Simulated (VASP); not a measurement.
# BrO2 (fluorite type) (Fm-3m) in VASP: notebook, part 2 of 2

VASP 6.6.1. Earlier steps stand in the parts before.

**3. Single point, PBE**

INCAR

```
PREC = Accurate
ENCUT = 520
EDIFF = 1E-6
ISMEAR = -1
SIGMA = 0.06122561905347299
LREAL = F
LASPH = T
NELM = 100
ALGO = Normal
ISIF = 2
LWAVE = F
LCHARG = T
GGA = PE
LELF = T
LVHAR = T
NBANDS = 16
```

KPOINTS

```
regular mesh
0
Gamma
  18 18 18
```

POSCAR

```
BrO2
1.0
    0.0000000000      2.6450647591      2.6450647591
    2.6450647591      0.0000000000      2.6450647591
    2.6450647591      2.6450647591      0.0000000000
Br O
1 2
Direct
    0.0000000000      0.0000000000      0.0000000000
    0.2500000000      0.2500000000      0.2500000000
    0.7500000000      0.7500000000      0.7500000000
```

Potentials or basis: VASP PAW PBE potentials, release 64 (Br, O).

Started as:

```bash
cat potpaw_PBE.64/Br/POTCAR potpaw_PBE.64/O/POTCAR > POTCAR
mpirun -np 1 vasp_std > vasp.out
```

OUTCAR:

```text
PREC = Accurate
   ENCUT = 520
   EDIFF = 1E-6
   ISMEAR = -1
   LREAL = F
   LASPH = T
   NELM = 100
   ISIF = 2
   GGA = PE

 ion  position               nearest neighbor table
   1  0.000  0.000  0.000-   3 2.29   3 2.29   3 2.29   2 2.29   2 2.29   2 2.29   3 2.29   2 2.29

   2  0.250  0.250  0.250-   1 2.29   1 2.29   1 2.29   1 2.29
   3  0.750  0.750  0.750-   1 2.29   1 2.29   1 2.29   1 2.29

  LATTYP: Found a face centered cubic cell.
 ALAT       =     5.2901295182

  Lattice vectors:

 A1 = (   0.0000000000,   2.6450647591,   2.6450647591)
 A2 = (   2.6450647591,   0.0000000000,   2.6450647591)
 A3 = (   2.6450647591,   2.6450647591,   0.0000000000)

Analysis of symmetry for initial positions (statically):
=====================================================================
 Subroutine PRICEL returns:
 Original cell was already a primitive cell.

 Routine SETGRP: Setting up the symmetry group for a
 face centered cubic supercell.

 Subroutine GETGRP returns: Found 48 space group operations
 (whereof 48 operations were pure point group operations)
 out of a pool of 48 trial point group operations.

The static configuration has the point symmetry O_h .

Analysis of symmetry for dynamics (positions and initial velocities):
=====================================================================
 Subroutine PRICEL returns:
 Original cell was already a primitive cell.

 Routine SETGRP: Setting up the symmetry group for a
 face centered cubic supercell.

 Subroutine GETGRP returns: Found 48 space group operations
 (whereof 48 operations were pure point group operations)
 out of a pool of 48 trial point group operations.

The dynamic configuration has the point symmetry O_h .

 Subroutine INISYM returns: Found 48 space group operations
 (whereof 48 operations are pure point group operations),
 and found     1 'primitive' translations

----------------------------------------------------------------------------------------

                                     Primitive cell

  volume of cell :      37.0117

  direct lattice vectors                    reciprocal lattice vectors
     0.000000000  2.645064759  2.645064759    -0.189031289  0.189031289  0.189031289
     2.645064759  0.000000000  2.645064759     0.189031289 -0.189031289  0.189031289
     2.645064759  2.645064759  0.000000000     0.189031289  0.189031289 -0.189031289

  length of vectors
     3.740686456  3.740686456  3.740686456     0.327411796  0.327411796  0.327411796

  position of ions in fractional coordinates (direct lattice)
     0.000000000  0.000000000  0.000000000
     0.250000000  0.250000000  0.250000000
     0.750000000  0.750000000  0.750000000

  ion indices of the primitive-cell ions
   primitive index   ion index
                 1           1
                 2           2
                 3           3

----------------------------------------------------------------------------------------

 KPOINTS: regular mesh

Automatic generation of k-mesh.
 Grid dimensions read from file:
 generate k-points for:   18   18   18

 Generating k-lattice:

  Cartesian coordinates                     Fractional coordinates (reciprocal lattice)
    -0.010501738  0.010501738  0.010501738     0.055555556  0.000000000  0.000000000
     0.010501738 -0.010501738  0.010501738     0.000000000  0.055555556  0.000000000
     0.010501738  0.010501738 -0.010501738     0.000000000  0.000000000  0.055555556

  Length of vectors
     0.018189544  0.018189544  0.018189544

  Shift w.r.t. Gamma in fractional coordinates (k-lattice)
     0.000000000  0.000000000  0.000000000

 Subroutine IBZKPT returns following result:
 ===========================================

 Found    195 irreducible k-points:

 Following reciprocal coordinates:
            Coordinates               Weight
  0.000000  0.000000  0.000000      1.000000
  0.055556  0.000000  0.000000      8.000000
  0.111111  0.000000  0.000000      8.000000
  0.166667  0.000000  0.000000      8.000000
  0.222222  0.000000  0.000000      8.000000
  0.277778  0.000000  0.000000      8.000000
[... 16 lines left out ...]
 -0.277778  0.055556  0.000000     24.000000
 -0.222222  0.055556  0.000000     24.000000
 [... further k-points ...]
   k-points           NKPTS =    195   k-points in BZ     NKDIM =    195   number of bands    NBANDS=     16
   number of dos      NEDOS =    301   number of ions     NIONS =      3
   total plane-waves  NPLWV =  21952
   dimension x,y,z NGX =    28 NGY =   28 NGZ =   28
   dimension x,y,z NGXF=    56 NGYF=   56 NGZF=   56
   ions per type =               1   2
   NGX,Y,Z   is equivalent  to a cutoff of  12.44, 12.44, 12.44 a.u.
   NGXF,Y,Z  is equivalent  to a cutoff of  24.89, 24.89, 24.89 a.u.
 SYSTEM =  unknown system
   PREC   = accura    normal or accurate (medium, high low for compatibility)
   ISTART =      0    job   : 0-new  1-cont  2-samecut
   ICHARG =      2    charge: 1-file 2-atom 10-const
   ISPIN  =      1    spin polarized calculation?
   LNONCOLLINEAR =      F non collinear calculations
   LSORBIT =      F    spin-orbit coupling
   LASPH  =      T    aspherical Exc in radial PAW
   ENCUT  =  520.0 eV  38.22 Ry    6.18 a.u.   6.96  6.96  6.96*2*pi/ulx,y,z
   NELM   =    100;   NELMIN=  2; NELMDL= -5     # of ELM steps
   EDIFF  = 0.1E-05   stopping-criterion for ELM
   LREAL  =      F    real-space projection
   EDIFFG = 0.1E-04   stopping-criterion for IOM
   NSW    =      0    number of steps for IOM
   IBRION =     -1    ionic relax: 0-MD 1-quasi-New 2-CG
   NFREE  =      0    steps in history (QN), initial steepest desc. (CG)
   ISIF   =      2    stress and relaxation
   ISYM   =      2    0-nonsym 1-usesym 2-fastsym
   POTIM  = 0.5000    time-step for ionic-motion
   TEBEG  =    0.0;   TEEND  =   0.0 temperature during run
   PSTRESS=    0.0 pullay stress
   NELECT =      19.0000    total number of electrons
   NUPDOWN=      -1.0000    fix difference up-down
   EMIN   =  10.00;   EMAX   =-10.00  energy-range for DOS
   EFERMI =   0.00;   METHOD = LEGACY
   ISMEAR =    -1;   SIGMA  =   0.06  broadening in eV -4-tet -1-fermi 0-gaus
   EFERMI_NEDOS =   21; number of points for ismear=-14 and -15
   IALGO  =     38    algorithm
   IMIX   =      4    mixing-type and parameters
     AMIX     =   0.40;   BMIX     =  1.00
     AMIX_MAG =   1.60;   BMIX_MAG =  1.00
  volume/ion in A,a.u.               =      12.34        83.26
  Fermi-wavevector in a.u.,A,eV,Ry     =   1.310830  2.477110 23.378557  1.718275
  Thomas-Fermi vector in A             =   2.441333
   LORBIT       =      0    0 simple, 1 ext, 2 COOP (PROOUT), +10 PAW based schemes
   GGA     = PE    functional components
   LHFCALC =     F    Hartree Fock is set to
   AEXX    =    0.0000 exact exchange contribution
   IVDW    =     0    specifies the selected vdW correction
   LEPSILON=     F    determine dielectric tensor
   LRPA    =     F    only Hartree local field effects (RPA)
 non-spin polarized calculation
  energy-cutoff  :      520.00
  volume of cell :       37.01
 maximum number of plane-waves:      1018
   NGX = 13   NGY = 13   NGZ = 13

 number of electron      19.0000015 magnetization

 Free energy of the ion-electron system (eV)
  ---------------------------------------------------
  ext. energy  EPLUGINS =         0.00000000
  ---------------------------------------------------
  free energy    TOTEN  =        -8.29728752 eV

  energy without entropy =       -8.28108463  energy(sigma->0) =       -8.28918608

 E-fermi :   4.5229     XC(G=0): -10.7451

 val. band max:        4.5117663294   @ k =   0.5000   0.2778   0.0000
 cond. band min:       4.5229209560   @ k =  -0.3889   0.4444   0.1667
 fundamental gap:      0.0111546266
 Fermi energy:         4.5228912997

 k-point     1 :       0.0000    0.0000    0.0000
  band No.  band energies     occupation
      1     -16.7398      2.00000
      2     -12.3092      2.00000
      3      -8.8548      2.00000
      4      -0.3490      2.00000
      5      -0.3490      2.00000
      6      -0.3490      2.00000
[... 8 lines left out ...]
     15      15.3940      0.00000
     16      21.5006      0.00000
[... 419 lines left out ...]
 k-point    24 :      -0.2222    0.0556    0.0000
  band No.  band energies     occupation
      1     -16.1273      2.00000
      2     -12.6738      2.00000
      3      -9.9291      2.00000
      4      -1.4400      2.00000
      5      -1.3391      2.00000
      6      -1.0703      2.00000
[... 8 lines left out ...]
     15      15.8679      0.00000
     16      20.4592      0.00000

 [... further k-points ...]
[... 5 lines left out ...]
  --------------------------------------------------------------------------------------
  -------------------------------------------------------------------------------------
  Total       -0.0323621     -0.0323621     -0.0323621     -0.0000000     -0.0000000      0.0000000
  in kB       -1.4009060     -1.4009060     -1.4009060     -0.0000000     -0.0000000      0.0000000
  external PRESSURE =      -1.4009060 kB  Pullay stress =       0.0000000 kB

 VOLUME and BASIS-vectors are now :
 -----------------------------------------------------------------------------
  energy-cutoff  :      520.00
  volume of cell :       37.01
      direct lattice vectors                 reciprocal lattice vectors
     0.000000000  2.645064759  2.645064759    -0.189031289  0.189031289  0.189031289
     2.645064759  0.000000000  2.645064759     0.189031289 -0.189031289  0.189031289
     2.645064759  2.645064759  0.000000000     0.189031289  0.189031289 -0.189031289

 POSITION                                       TOTAL-FORCE (eV/Angst)
 -----------------------------------------------------------------------------------
      0.00000      0.00000      0.00000         0.000000     -0.000000      0.000000
      1.32253      1.32253      1.32253         0.000000     -0.000000     -0.000000
      3.96760      3.96760      3.96760        -0.000000      0.000000     -0.000000
 -----------------------------------------------------------------------------------
    total drift:                                0.000000      0.000000      0.000000

  FREE ENERGIE OF THE ION-ELECTRON SYSTEM (eV)
  ---------------------------------------------------
  free  energy   TOTEN  =        -8.2972875226 eV

  energy  without entropy=       -8.2810846346  energy(sigma->0) =       -8.28918608
```

OSZICAR:

```text
N       E                     dE             d eps       ncg     rms          rms(c)
DAV:   1     0.797663041168E+02    0.79766E+02   -0.99680E+03  6264   0.108E+03
DAV:   2    -0.847162702672E+01   -0.88238E+02   -0.84995E+02  7992   0.231E+02
DAV:   3    -0.113699836017E+02   -0.28984E+01   -0.28899E+01  7976   0.418E+01
DAV:   4    -0.113820974988E+02   -0.12114E-01   -0.12113E-01  7912   0.299E+00
DAV:   5    -0.113821656205E+02   -0.68122E-04   -0.68120E-04  7904   0.209E-01    0.204E+01
DAV:   6    -0.892211612370E+01    0.24600E+01   -0.11838E+01  6256   0.295E+01    0.211E+01
DAV:   7    -0.829872720637E+01    0.62339E+00   -0.17681E+00  6560   0.114E+01    0.166E+01
DAV:   8    -0.841851614571E+01   -0.11979E+00   -0.94998E-01  6712   0.832E+00    0.236E+01
DAV:   9    -0.829626402620E+01    0.12225E+00   -0.40454E-01  6480   0.539E+00    0.344E-01
DAV:  10    -0.829720738392E+01   -0.94336E-03   -0.86136E-03  7656   0.750E-01    0.585E-02
DAV:  11    -0.829727373804E+01   -0.66354E-04   -0.11430E-04  7904   0.834E-02    0.177E-01
DAV:  12    -0.829728622434E+01   -0.12486E-04   -0.45149E-05  6832   0.649E-02    0.918E-02
DAV:  13    -0.829728739548E+01   -0.11711E-05   -0.13191E-06  6864   0.887E-03    0.204E-02
DAV:  14    -0.829728752256E+01   -0.12708E-06   -0.10098E-06  5584   0.827E-03
   1 F= -.82972875E+01 E0= -.82891861E+01  d E =-.162029E-01
```

It took 63 s on 1 thread of Intel Xeon 6975P-C (Granite Rapids), shared host; peak memory 0.23 GiB.

What came out:

* Free energy: -8.2973 eV
* Pressure: -0.1 GPa

Caveat: an odd number of electrons without spin polarisation forces a metal; a magnetic or distorted state may lie lower.
